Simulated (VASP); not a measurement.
# AlRu in VASP: single point with PBE

Aim: the single point of AlRu with PBE.

All numbers are computed with VASP 6.6.1; they aren't measurements. Logs are shortened: lines on timing, memory, paths and dates and some standing lists are left out, and cuts for length are marked.

## Step 1: The cell of the first run

The cell holds an amorphous packing of atoms, 8 atoms: a = 4.912 Å, b = 4.366 Å, c = 5.218 Å, α = 89.95°, β = 86.84°, γ = 90.01°.

## Step 2: Single point, PBE

The input, INCAR:

```
PREC = Accurate
ENCUT = 520
EDIFF = 1E-6
ISMEAR = 0
SIGMA = 0.1
LREAL = F
LASPH = T
NELM = 100
ALGO = Normal
ISIF = 2
LWAVE = F
LCHARG = T
GGA = PE
LELF = T
LVHAR = T
NBANDS = 44
ISYM = 0
```

The input, KPOINTS:

```
Automatic mesh
0
Gamma
  3 3 3
```

The input, POSCAR:

```
AlRu
1.0
    4.9100415812     -0.0020329410      0.1454271207
    0.0003478008      4.3660630599      0.0243270639
    0.1334231367     -0.0242898557      5.2167345062
Al Ru
4 4
Direct
    0.8181075351      0.1017530854      0.5430763991
    0.0751496241      0.6015659275      0.1609918839
    0.5994338844      0.6016398801      0.8535951342
    0.2938336493      0.1016552759      0.8504760335
    0.0941844603      0.6017166317      0.6664156530
    0.3158332095      0.1016471916      0.3468897953
    0.7990947640      0.1016064122      0.0376457794
    0.5774178238      0.6016968512      0.3571537926
```

Potentials or basis: VASP PAW PBE potentials, release 64 (Al, Ru_pv).

Launch:

```bash
> cat potpaw_PBE.64/Al/POTCAR potpaw_PBE.64/Ru_pv/POTCAR > POTCAR
> mpirun -np 1 vasp_std > vasp.out
```

OUTCAR:

```text
PREC = Accurate
   ENCUT = 520
   EDIFF = 1E-6
   ISMEAR = 0
   LREAL = F
   LASPH = T
   NELM = 100
   ISIF = 2
   GGA = PE
   ISYM = 0

 ion  position               nearest neighbor table
   1  0.818  0.102  0.543-   7 2.58   6 2.60   7 2.64   5 2.67   5 2.67   8 2.69   8 2.69   6 2.72
                             3 2.89   3 2.89   4 2.91   4 2.96   2 3.17   2 3.17
   2  0.075  0.602  0.161-   5 2.58   8 2.60   5 2.64   7 2.67   7 2.67   6 2.69   6 2.69   8 2.72
                             4 2.89   4 2.89   3 2.91   3 2.96   1 3.17   1 3.17
   3  0.599  0.602  0.854-   5 2.57   7 2.60   8 2.60   7 2.60   8 2.62   4 2.65   4 2.65   5 2.72
                             1 2.89   1 2.89   2 2.91   2 2.96
   4  0.294  0.102  0.850-   7 2.57   5 2.60   6 2.60   5 2.60   6 2.62   3 2.65   3 2.65   7 2.72
                             2 2.89   2 2.89   1 2.91   1 2.96
   5  0.094  0.602  0.666-   3 2.57   2 2.58   4 2.60   4 2.60   2 2.64   1 2.67   1 2.67   3 2.72
                             8 2.80   6 2.92   6 2.92   8 3.08   7 3.21   7 3.21
   6  0.316  0.102  0.347-   8 2.54   8 2.54   1 2.60   4 2.60   4 2.62   2 2.69   2 2.69   1 2.72
                             7 2.80   5 2.92   5 2.92   7 3.08
   7  0.799  0.102  0.038-   4 2.57   1 2.58   3 2.60   3 2.60   1 2.64   2 2.67   2 2.67   4 2.72
                             6 2.80   8 2.92   8 2.92   6 3.08   5 3.21   5 3.21
   8  0.577  0.602  0.357-   6 2.54   6 2.54   2 2.60   3 2.60   3 2.62   1 2.69   1 2.69   2 2.72
                             5 2.80   7 2.92   7 2.92   5 3.08

IMPORTANT INFORMATION: All symmetrisations will be switched off!
NOSYMM: (Re-)initialisation of all symmetry stuff for point group C_1.

----------------------------------------------------------------------------------------

                                     Primitive cell

  volume of cell :     111.7522

  direct lattice vectors                    reciprocal lattice vectors
     4.910041581 -0.002032941  0.145427121     0.203818663  0.000012809 -0.005212804
     0.000347801  4.366063060  0.024327064     0.000063291  0.229033356  0.001064793
     0.133423137 -0.024289856  5.216734506    -0.005682156 -0.001068402  0.191831150

  length of vectors
     4.912195182  4.366130847  5.218496971     0.203885313  0.229035840  0.191918260

  position of ions in fractional coordinates (direct lattice)
     0.818107535  0.101753085  0.543076399
     0.075149624  0.601565927  0.160991884
     0.599433884  0.601639880  0.853595134
     0.293833649  0.101655276  0.850476034
     0.094184460  0.601716632  0.666415653
     0.315833209  0.101647192  0.346889795
     0.799094764  0.101606412  0.037645779
     0.577417824  0.601696851  0.357153793

  ion indices of the primitive-cell ions
   primitive index   ion index
                 1           1
                 2           2
                 3           3
                 4           4
                 5           5
                 6           6
                 7           7
                 8           8

----------------------------------------------------------------------------------------

 KPOINTS: Automatic mesh

Automatic generation of k-mesh.
 Grid dimensions read from file:
 generate k-points for:    3    3    3

 Generating k-lattice:

  Cartesian coordinates                     Fractional coordinates (reciprocal lattice)
     0.067939554  0.000004270 -0.001737601     0.333333333 -0.000000000 -0.000000000
     0.000021097  0.076344452  0.000354931    -0.000000000  0.333333333  0.000000000
    -0.001894052 -0.000356134  0.063943717    -0.000000000 -0.000000000  0.333333333

  Length of vectors
     0.067961771  0.076345280  0.063972753

  Shift w.r.t. Gamma in fractional coordinates (k-lattice)
     0.000000000  0.000000000  0.000000000

 Subroutine IBZKPT returns following result:
 ===========================================

 Found     14 irreducible k-points:

 Following reciprocal coordinates:
            Coordinates               Weight
  0.000000  0.000000  0.000000      1.000000
  0.333333 -0.000000 -0.000000      2.000000
  0.000000  0.333333  0.000000      2.000000
  0.333333  0.333333 -0.000000      2.000000
 -0.333333  0.333333  0.000000      2.000000
  0.000000  0.000000  0.333333      2.000000
  0.333333  0.000000  0.333333      2.000000
 -0.333333  0.000000  0.333333      2.000000
  0.000000  0.333333  0.333333      2.000000
  0.333333  0.333333  0.333333      2.000000
 -0.333333  0.333333  0.333333      2.000000
  0.000000 -0.333333  0.333333      2.000000
  0.333333 -0.333333  0.333333      2.000000
 -0.333333 -0.333333  0.333333      2.000000
   k-points           NKPTS =     14   k-points in BZ     NKDIM =     14   number of bands    NBANDS=     44
   number of dos      NEDOS =    301   number of ions     NIONS =      8
   total plane-waves  NPLWV =  51200
   dimension x,y,z NGX =    40 NGY =   32 NGZ =   40
   dimension x,y,z NGXF=    80 NGYF=   64 NGZF=   80
   ions per type =               4   4
   NGX,Y,Z   is equivalent  to a cutoff of  13.54, 12.18, 12.74 a.u.
   NGXF,Y,Z  is equivalent  to a cutoff of  27.07, 24.37, 25.49 a.u.
 SYSTEM =  unknown system
   PREC   = accura    normal or accurate (medium, high low for compatibility)
   ISTART =      0    job   : 0-new  1-cont  2-samecut
   ICHARG =      2    charge: 1-file 2-atom 10-const
   ISPIN  =      1    spin polarized calculation?
   LNONCOLLINEAR =      F non collinear calculations
   LSORBIT =      F    spin-orbit coupling
   LASPH  =      T    aspherical Exc in radial PAW
   ENCUT  =  520.0 eV  38.22 Ry    6.18 a.u.   9.13  8.12  9.70*2*pi/ulx,y,z
   NELM   =    100;   NELMIN=  2; NELMDL= -5     # of ELM steps
   EDIFF  = 0.1E-05   stopping-criterion for ELM
   LREAL  =      F    real-space projection
   EDIFFG = 0.1E-04   stopping-criterion for IOM
   NSW    =      0    number of steps for IOM
   IBRION =     -1    ionic relax: 0-MD 1-quasi-New 2-CG
   NFREE  =      0    steps in history (QN), initial steepest desc. (CG)
   ISIF   =      2    stress and relaxation
   ISYM   =      0    0-nonsym 1-usesym 2-fastsym
   POTIM  = 0.5000    time-step for ionic-motion
   TEBEG  =    0.0;   TEEND  =   0.0 temperature during run
   PSTRESS=    0.0 pullay stress
   NELECT =      68.0000    total number of electrons
   NUPDOWN=      -1.0000    fix difference up-down
   EMIN   =  10.00;   EMAX   =-10.00  energy-range for DOS
   EFERMI =   0.00;   METHOD = LEGACY
   ISMEAR =     0;   SIGMA  =   0.10  broadening in eV -4-tet -1-fermi 0-gaus
   EFERMI_NEDOS =   21; number of points for ismear=-14 and -15
   IALGO  =     38    algorithm
   IMIX   =      4    mixing-type and parameters
     AMIX     =   0.40;   BMIX     =  1.00
     AMIX_MAG =   1.60;   BMIX_MAG =  1.00
  volume/ion in A,a.u.               =      13.97        94.27
  Fermi-wavevector in a.u.,A,eV,Ry     =   1.387264  2.621549 26.184431  1.924501
  Thomas-Fermi vector in A             =   2.511502
   LORBIT       =      0    0 simple, 1 ext, 2 COOP (PROOUT), +10 PAW based schemes
   GGA     = PE    functional components
   LHFCALC =     F    Hartree Fock is set to
   AEXX    =    0.0000 exact exchange contribution
   IVDW    =     0    specifies the selected vdW correction
   LEPSILON=     F    determine dielectric tensor
   LRPA    =     F    only Hartree local field effects (RPA)
 non-spin polarized calculation
 Gauss-broadening in eV      SIGMA  =   0.10
  energy-cutoff  :      520.00
  volume of cell :      111.75
 maximum number of plane-waves:      3018
 NGX is ok and might be reduce to    40
   NGX = 19   NGY = 17   NGZ = 19

 number of electron      67.9999992 magnetization

 Free energy of the ion-electron system (eV)
  ---------------------------------------------------
  ext. energy  EPLUGINS =         0.00000000
  ---------------------------------------------------
  free energy    TOTEN  =       -55.61402982 eV

  energy without entropy =      -55.59392916  energy(sigma->0) =      -55.60397949

 E-fermi :  10.6082     XC(G=0): -12.3467

 val. band max:       10.5891880643   @ k =  -0.3333   0.0000   0.3333
 cond. band min:      10.6232051666   @ k =   0.3333   0.3333   0.3333
 fundamental gap:      0.0340171022
 Fermi energy:        10.6081751325

 k-point     1 :       0.0000    0.0000    0.0000
  band No.  band energies     occupation
      1     -32.3935      2.00000
      2     -32.0480      2.00000
      3     -31.9526      2.00000
      4     -31.8018      2.00000
      5     -31.7579      2.00000
      6     -31.7180      2.00000
[... 36 lines left out ...]
     43      15.6840      0.00000
     44      15.8896      0.00000

 k-point     2 :       0.3333   -0.0000   -0.0000
  band No.  band energies     occupation
      1     -32.3916      2.00000
      2     -32.0397      2.00000
      3     -31.9594      2.00000
      4     -31.8110      2.00000
      5     -31.7773      2.00000
      6     -31.7264      2.00000
[... 36 lines left out ...]
     43      15.7028      0.00000
     44      15.9788      0.00000

 k-point     3 :       0.0000    0.3333    0.0000
  band No.  band energies     occupation
      1     -32.3284      2.00000
      2     -32.1650      2.00000
      3     -31.9077      2.00000
      4     -31.7923      2.00000
      5     -31.7693      2.00000
      6     -31.7333      2.00000
[... 36 lines left out ...]
     43      15.6176      0.00000
     44      16.3540      0.00000

 k-point     4 :       0.3333    0.3333   -0.0000
  band No.  band energies     occupation
      1     -32.3291      2.00000
      2     -32.1624      2.00000
      3     -31.9007      2.00000
      4     -31.7948      2.00000
      5     -31.7740      2.00000
      6     -31.7301      2.00000
[... 412 lines left out ...]
     43      15.7590      0.00000
     44      16.4191      0.00000

 k-point    13 :       0.3333   -0.3333    0.3333
  band No.  band energies     occupation
      1     -32.3288      2.00000
      2     -32.1641      2.00000
      3     -31.9080      2.00000
      4     -31.7972      2.00000
      5     -31.7743      2.00000
      6     -31.7326      2.00000
[... 36 lines left out ...]
     43      16.4698      0.00000
     44      17.1856      0.00000

 k-point    14 :      -0.3333   -0.3333    0.3333
  band No.  band energies     occupation
      1     -32.3293      2.00000
      2     -32.1625      2.00000
      3     -31.9012      2.00000
      4     -31.7956      2.00000
      5     -31.7754      2.00000
      6     -31.7315      2.00000
[... 36 lines left out ...]
     43      16.4940      0.00000
     44      16.7823      0.00000

------------------------ aborting loop because EDIFF is reached ----------------------------------------

  FORCE on cell =-STRESS in cart. coord.  units (eV):
  Direction    XX          YY          ZZ          XY          YZ          ZX
  --------------------------------------------------------------------------------------
  -------------------------------------------------------------------------------------
  Total       -0.0554780     -0.0164591     -0.0811950      0.0107714     -0.0416705     -0.0639196
  in kB       -0.7953810     -0.2359720     -1.1640825      0.1544285     -0.5974245     -0.9164072
  external PRESSURE =      -0.7318118 kB  Pullay stress =       0.0000000 kB

 VOLUME and BASIS-vectors are now :
 -----------------------------------------------------------------------------
  energy-cutoff  :      520.00
  volume of cell :      111.75
      direct lattice vectors                 reciprocal lattice vectors
     4.910041581 -0.002032941  0.145427121     0.203818663  0.000012809 -0.005212804
     0.000347801  4.366063060  0.024327064     0.000063291  0.229033356  0.001064793
     0.133423137 -0.024289856  5.216734506    -0.005682156 -0.001068402  0.191831150

 POSITION                                       TOTAL-FORCE (eV/Angst)
 -----------------------------------------------------------------------------------
      4.08944      0.42941      2.95454         0.015085     -0.000223      0.021551
      0.39068      2.62241      0.86542        -0.015119      0.000489     -0.021828
      3.05734      2.60485      4.55479        -0.008513      0.000696     -0.005796
      1.55624      0.42258      4.48191         0.008484     -0.000177      0.004958
      0.55157      2.61075      3.50485         0.017635     -0.001549      0.033374
      1.59707      0.43473      1.85804        -0.011016     -0.000101      0.003559
      3.92865      0.44108      0.31507        -0.018648      0.001272     -0.032975
      2.88301      2.61720      1.96179         0.012092     -0.000406     -0.002843
 -----------------------------------------------------------------------------------
    total drift:                                0.000353      0.000010     -0.000081

  FREE ENERGIE OF THE ION-ELECTRON SYSTEM (eV)
  ---------------------------------------------------
  free  energy   TOTEN  =       -55.6140298172 eV

  energy  without entropy=      -55.5939291615  energy(sigma->0) =      -55.60397949
```

Run time: 65 s. Hardware: 1 thread of Intel Xeon Platinum 8488C (Sapphire Rapids), shared host; peak memory 0.23 GiB.

Results:

```yaml
Free_energy: -55.6140 eV
Pressure: -0.1 GPa
Largest_force: 0.038 eV/Å
Band_gap_on_the_k_mesh: zero (band 34 reaches 10.63 eV, above the bottom of band 35 at 10.43 eV)
```

Forces on the atoms (eV/Å):
```
Al   0.015  0.000  0.022
Al  -0.015  0.000 -0.022
Al  -0.009  0.001 -0.006
Al   0.008  0.000  0.005
Ru   0.018 -0.002  0.033
Ru  -0.011  0.000  0.004
Ru  -0.019  0.001 -0.033
Ru   0.012  0.000 -0.003
```

Stress tensor (GPa, compression positive):
```
-0.08  0.02 -0.09
 0.02 -0.02 -0.06
-0.09 -0.06 -0.12
```

Caveat: the k points lie up to 0.48 Å⁻¹ apart.
